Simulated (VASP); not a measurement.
# Ir (P6_3/mmc) in VASP: further runs

Runs on Ir. Level: RPBE. Tasks: single point, relaxation of cell and atoms.

Program: VASP 6.6.1. These are calculated values, not measurements. Logs are shortened: lines on timing, memory, paths and dates and some standing lists are left out, and cuts for length are marked.

## (1) The cell of the first run

It takes space group P6_3/mmc (No. 194, hexagonal). Conventional cell: a = 2.750 Å, b = 2.750 Å, c = 8.985 Å, α = 90.00°, β = 90.00°, γ = 120.00°. Within 3.6 Å of Ir (site symmetry -3m) lie 12 Ir at 2.75 Å. Ir (site symmetry -6m2) has 12 Ir at 2.75 Å within 3.6 Å.

This isn't the form of Ir at room conditions, which is fcc.

## (2) Single point, RPBE

File INCAR:

```
SYSTEM = Ir
ALGO = Normal
EDIFF = 1E-6
ENCUT = 520
GGA = RP
ISIF = 2
ISMEAR = -1
LASPH = .True.
LCHARG = .True.
LELF = .True.
LREAL = .False.
LVHAR = .True.
LWAVE = .False.
NBANDS = 26
NELM = 60
PREC = Accurate
SIGMA = 0.1
```

File KPOINTS:

```
k-points
0
Gamma
  17 17 5
  0 0 0
```

File POSCAR:

```
Ir
1.0
    2.7504968556      0.0000000000      0.0000000000
   -1.3752484278      2.3820001499      0.0000000000
    0.0000000000      0.0000000000      8.9853741662
Ir
4
Direct
    1.0000000000      1.0000000000      1.0000000000
    1.0000000000      1.0000000000      0.5000000000
    0.3333333333      0.6666666667      0.2500000000
    0.6666666667      0.3333333333      0.7500000000
```

Potentials or basis: VASP PAW PBE potentials, release 64 (Ir).

On the command line:

```sh
> cat potpaw_PBE.64/Ir/POTCAR > POTCAR
> mpirun -np 1 vasp_std > vasp.out
```

OUTCAR:

```text
SYSTEM = Ir
   EDIFF = 1E-6
   ENCUT = 520
   GGA = RP
   ISIF = 2
   ISMEAR = -1
   LASPH = .True.
   LREAL = .False.
   NELM = 60
   PREC = Accurate

 ion  position               nearest neighbor table
   1  0.000  0.000  0.000-   3 2.75   4 2.75   3 2.75   4 2.75   4 2.75   3 2.75
   2  0.000  0.000  0.500-   3 2.75   4 2.75   3 2.75   4 2.75   4 2.75   3 2.75
   3  0.333  0.667  0.250-   1 2.75   2 2.75   1 2.75   2 2.75   1 2.75   2 2.75
   4  0.667  0.333  0.750-   1 2.75   2 2.75   1 2.75   2 2.75   1 2.75   2 2.75

  LATTYP: Found a hexagonal cell.
 ALAT       =     2.7504968556
 C/A-ratio  =     3.2668185560

  Lattice vectors:

 A1 = (   2.7504968556,   0.0000000000,   0.0000000000)
 A2 = (  -1.3752484278,   2.3820001499,   0.0000000000)
 A3 = (   0.0000000000,   0.0000000000,   8.9853741662)

Analysis of symmetry for initial positions (statically):
=====================================================================
 Subroutine PRICEL returns:
 Original cell was already a primitive cell.

 Routine SETGRP: Setting up the symmetry group for a
 hexagonal supercell.

 Subroutine GETGRP returns: Found 24 space group operations
 (whereof 12 operations were pure point group operations)
 out of a pool of 24 trial point group operations.

The static configuration has the point symmetry D_3d.
 The point group associated with its full space group is D_6h.

Analysis of symmetry for dynamics (positions and initial velocities):
=====================================================================
 Subroutine PRICEL returns:
 Original cell was already a primitive cell.

 Routine SETGRP: Setting up the symmetry group for a
 hexagonal supercell.

 Subroutine GETGRP returns: Found 24 space group operations
 (whereof 12 operations were pure point group operations)
 out of a pool of 24 trial point group operations.

The dynamic configuration has the point symmetry D_3d.
 The point group associated with its full space group is D_6h.

 Subroutine INISYM returns: Found 24 space group operations
 (whereof 12 operations are pure point group operations),
 and found     1 'primitive' translations

----------------------------------------------------------------------------------------

                                     Primitive cell

  volume of cell :      58.8693

  direct lattice vectors                    reciprocal lattice vectors
     2.750496856  0.000000000  0.000000000     0.363570676  0.209907627  0.000000000
    -1.375248428  2.382000150  0.000000000     0.000000000  0.419815255  0.000000000
     0.000000000  0.000000000  8.985374166     0.000000000  0.000000000  0.111291971

  length of vectors
     2.750496856  2.750496856  8.985374166     0.419815255  0.419815255  0.111291971

  position of ions in fractional coordinates (direct lattice)
     0.000000000  0.000000000  0.000000000
     0.000000000  0.000000000  0.500000000
     0.333333333  0.666666667  0.250000000
     0.666666667  0.333333333  0.750000000

  ion indices of the primitive-cell ions
   primitive index   ion index
                 1           1
                 2           2
                 3           3
                 4           4

----------------------------------------------------------------------------------------

 KPOINTS: k-points

Automatic generation of k-mesh.
 Grid dimensions read from file:
 generate k-points for:   17   17    5

 Generating k-lattice:

  Cartesian coordinates                     Fractional coordinates (reciprocal lattice)
     0.021386510  0.012347507  0.000000000     0.058823529  0.000000000  0.000000000
     0.000000000  0.024695015  0.000000000     0.000000000  0.058823529  0.000000000
     0.000000000  0.000000000  0.022258394     0.000000000  0.000000000  0.200000000

  Length of vectors
     0.024695015  0.024695015  0.022258394

  Shift w.r.t. Gamma in fractional coordinates (k-lattice)
     0.000000000  0.000000000  0.000000000

 Subroutine IBZKPT returns following result:
 ===========================================

 Found     99 irreducible k-points:

 Following reciprocal coordinates:
            Coordinates               Weight
  0.000000  0.000000  0.000000      1.000000
  0.058824 -0.000000  0.000000      6.000000
  0.117647  0.000000  0.000000      6.000000
  0.176471  0.000000  0.000000      6.000000
  0.235294  0.000000  0.000000      6.000000
  0.294118  0.000000  0.000000      6.000000
[... 16 lines left out ...]
  0.411765  0.117647  0.000000     12.000000
  0.176471  0.176471  0.000000      6.000000
 [... further k-points ...]
   k-points           NKPTS =     99   k-points in BZ     NKDIM =     99   number of bands    NBANDS=     26
   number of dos      NEDOS =    301   number of ions     NIONS =      4
   total plane-waves  NPLWV =  28000
   dimension x,y,z NGX =    20 NGY =   20 NGZ =   70
   dimension x,y,z NGXF=    40 NGYF=   40 NGZF=  140
   ions per type =               4
   NGX,Y,Z   is equivalent  to a cutoff of  12.09, 12.09, 12.95 a.u.
   NGXF,Y,Z  is equivalent  to a cutoff of  24.18, 24.18, 25.90 a.u.
 SYSTEM =  Ir
   PREC   = accura    normal or accurate (medium, high low for compatibility)
   ISTART =      0    job   : 0-new  1-cont  2-samecut
   ICHARG =      2    charge: 1-file 2-atom 10-const
   ISPIN  =      1    spin polarized calculation?
   LNONCOLLINEAR =      F non collinear calculations
   LSORBIT =      F    spin-orbit coupling
   LASPH  =      T    aspherical Exc in radial PAW
   ENCUT  =  520.0 eV  38.22 Ry    6.18 a.u.   5.11  5.11 16.71*2*pi/ulx,y,z
   NELM   =     60;   NELMIN=  2; NELMDL= -5     # of ELM steps
   EDIFF  = 0.1E-05   stopping-criterion for ELM
   LREAL  =      F    real-space projection
   EDIFFG = 0.1E-04   stopping-criterion for IOM
   NSW    =      0    number of steps for IOM
   IBRION =     -1    ionic relax: 0-MD 1-quasi-New 2-CG
   NFREE  =      0    steps in history (QN), initial steepest desc. (CG)
   ISIF   =      2    stress and relaxation
   ISYM   =      2    0-nonsym 1-usesym 2-fastsym
   POTIM  = 0.5000    time-step for ionic-motion
   TEBEG  =    0.0;   TEEND  =   0.0 temperature during run
   PSTRESS=    0.0 pullay stress
   NELECT =      36.0000    total number of electrons
   NUPDOWN=      -1.0000    fix difference up-down
   EMIN   =  10.00;   EMAX   =-10.00  energy-range for DOS
   EFERMI =   0.00;   METHOD = LEGACY
   ISMEAR =    -1;   SIGMA  =   0.10  broadening in eV -4-tet -1-fermi 0-gaus
   EFERMI_NEDOS =   21; number of points for ismear=-14 and -15
   IALGO  =     38    algorithm
   IMIX   =      4    mixing-type and parameters
     AMIX     =   0.40;   BMIX     =  1.00
     AMIX_MAG =   1.60;   BMIX_MAG =  1.00
  volume/ion in A,a.u.               =      14.72        99.32
  Fermi-wavevector in a.u.,A,eV,Ry     =   1.389566  2.625900 26.271417  1.930895
  Thomas-Fermi vector in A             =   2.513585
   LORBIT       =      0    0 simple, 1 ext, 2 COOP (PROOUT), +10 PAW based schemes
   GGA     = RP    functional components
   LHFCALC =     F    Hartree Fock is set to
   AEXX    =    0.0000 exact exchange contribution
   IVDW    =     0    specifies the selected vdW correction
   LEPSILON=     F    determine dielectric tensor
   LRPA    =     F    only Hartree local field effects (RPA)
 non-spin polarized calculation
  energy-cutoff  :      520.00
  volume of cell :       58.87
 maximum number of plane-waves:      1605
   NGX = 11   NGY = 11   NGZ = 33

 number of electron      36.0000001 magnetization

 Free energy of the ion-electron system (eV)
  ---------------------------------------------------
  ext. energy  EPLUGINS =         0.00000000
  ---------------------------------------------------
  free energy    TOTEN  =       -32.69419194 eV

  energy without entropy =      -32.55182816  energy(sigma->0) =      -32.62301005

 E-fermi :   9.8209     XC(G=0): -13.7131

 val. band max:        9.8145027149   @ k =   0.3529   0.2941   0.2000
 cond. band min:       9.8229608350   @ k =   0.2941   0.1176   0.0000
 fundamental gap:      0.0084581201
 Fermi energy:         9.8208784773

 k-point     1 :       0.0000    0.0000    0.0000
  band No.  band energies     occupation
      1      -0.8666      2.00000
      2       1.2686      2.00000
      3       1.2849      2.00000
      4       2.1326      2.00000
      5       5.6720      2.00000
      6       5.7060      2.00000
[... 18 lines left out ...]
     25      16.6276      0.00000
     26      22.7617      0.00000

 k-point     2 :       0.0588   -0.0000    0.0000
  band No.  band energies     occupation
      1      -0.7352      2.00000
      2       1.3933      2.00000
      3       1.4096      2.00000
      4       2.2529      2.00000
      5       5.4997      2.00000
      6       5.6207      2.00000
[... 18 lines left out ...]
     25      16.5882      0.00000
     26      22.9441      0.00000

 k-point     3 :       0.1176    0.0000    0.0000
  band No.  band energies     occupation
      1      -0.3522      2.00000
      2       1.7428      2.00000
      3       1.7590      2.00000
      4       2.5901      2.00000
      5       5.1438      2.00000
      6       5.3996      2.00000
[... 18 lines left out ...]
     25      16.4766      0.00000
     26      23.3897      0.00000

 k-point     4 :       0.1765    0.0000    0.0000
  band No.  band energies     occupation
      1       0.2450      2.00000
      2       2.2238      2.00000
      3       2.2406      2.00000
      4       3.0560      2.00000
      5       4.7846      2.00000
      6       5.1112      2.00000
[... 18 lines left out ...]
     25      16.3195      0.00000
     26      23.6896      0.00000

 k-point     5 :       0.2353    0.0000    0.0000
  band No.  band energies     occupation
      1       0.9799      2.00000
      2       2.6329      2.00000
      3       2.6460      2.00000
      4       3.4317      2.00000
      5       4.5455      2.00000
      6       4.7929      2.00000
[... 18 lines left out ...]
     25      16.1743      0.00000
     26      22.7405      0.00000

 k-point     6 :       0.2941    0.0000    0.0000
  band No.  band energies     occupation
      1       1.7009      2.00000
      2       2.7499      2.00000
      3       2.8051      2.00000
      4       3.4547      2.00000
      5       4.3804      2.00000
      6       4.4534      2.00000
[... 427 lines left out ...]
 k-point    21 :       0.2941    0.1176    0.0000
  band No.  band energies     occupation
      1       2.5089      2.00000
      2       2.8954      2.00000
      3       3.2560      2.00000
      4       3.5889      2.00000
      5       4.3542      2.00000
      6       4.4144      2.00000
[... 18 lines left out ...]
     25      18.0743      0.00000
     26      18.4851      0.00000

 k-point    22 :       0.3529    0.1176    0.0000
  band No.  band energies     occupation
      1       2.5546      2.00000
      2       2.7180      2.00000
      3       3.2337      2.00000
      4       3.7048      2.00000
      5       4.2260      2.00000
      6       4.2878      2.00000
[... 18 lines left out ...]
     25      17.3051      0.00000
     26      18.0246      0.00000

 k-point    23 :       0.4118    0.1176    0.0000
  band No.  band energies     occupation
      1       2.5239      2.00000
      2       2.6084      2.00000
      3       3.1378      2.00000
      4       3.7344      2.00000
      5       4.1103      2.00000
      6       4.4049      2.00000
[... 18 lines left out ...]
     25      17.2384      0.00000
     26      17.3569      0.00000

 k-point    24 :       0.1765    0.1765    0.0000
  band No.  band energies     occupation
      1       2.0746      2.00000
      2       3.1466      2.00000
      3       3.1697      2.00000
      4       4.1378      2.00000
      5       4.4417      2.00000
      6       4.4660      2.00000
[... 18 lines left out ...]
     25      17.0949      0.00000
     26      21.5834      0.00000

 [... further k-points ...]

------------------------ aborting loop because EDIFF is reached ----------------------------------------

  FORCE on cell =-STRESS in cart. coord.  units (eV):
  Direction    XX          YY          ZZ          XY          YZ          ZX
  --------------------------------------------------------------------------------------
  -------------------------------------------------------------------------------------
  Total        0.1401988      0.1401988     -0.0000003      0.0000000      0.0000000      0.0000000
  in kB        3.8156269      3.8156269     -0.0000070      0.0000000      0.0000000      0.0000000
  external PRESSURE =       2.5437489 kB  Pullay stress =       0.0000000 kB

 VOLUME and BASIS-vectors are now :
 -----------------------------------------------------------------------------
  energy-cutoff  :      520.00
  volume of cell :       58.87
      direct lattice vectors                 reciprocal lattice vectors
     2.750496856  0.000000000  0.000000000     0.363570676  0.209907627  0.000000000
    -1.375248428  2.382000150  0.000000000     0.000000000  0.419815255  0.000000000
     0.000000000  0.000000000  8.985374166     0.000000000  0.000000000  0.111291971

 POSITION                                       TOTAL-FORCE (eV/Angst)
 -----------------------------------------------------------------------------------
      0.00000      0.00000      0.00000        -0.000000      0.000000     -0.000000
      0.00000      0.00000      4.49269        -0.000000      0.000000     -0.000000
     -0.00000      1.58800      2.24634         0.000000     -0.000000     -0.000000
      1.37525      0.79400      6.73903        -0.000000      0.000000      0.000000
 -----------------------------------------------------------------------------------
    total drift:                                0.000000     -0.000000      0.000000

  FREE ENERGIE OF THE ION-ELECTRON SYSTEM (eV)
  ---------------------------------------------------
  free  energy   TOTEN  =       -32.6941919401 eV

  energy  without entropy=      -32.5518281623  energy(sigma->0) =      -32.62301005
```

Run time: 2.6 min. Hardware: 1 thread of Intel Xeon 8259CL, shared host; peak memory 0.25 GiB.

Results:

```
Free energy            : -32.6942 eV
Pressure               : 0.3 GPa
Band gap on the k mesh : zero (bands 18 and 19 overlap by 2.23 eV)
```

Caveat: the PAW data sets were made with another functional, which shifts forces and pressure a little; spin-orbit coupling is left out, which moves the levels of the heavy elements.

[end of part 1 of 2]
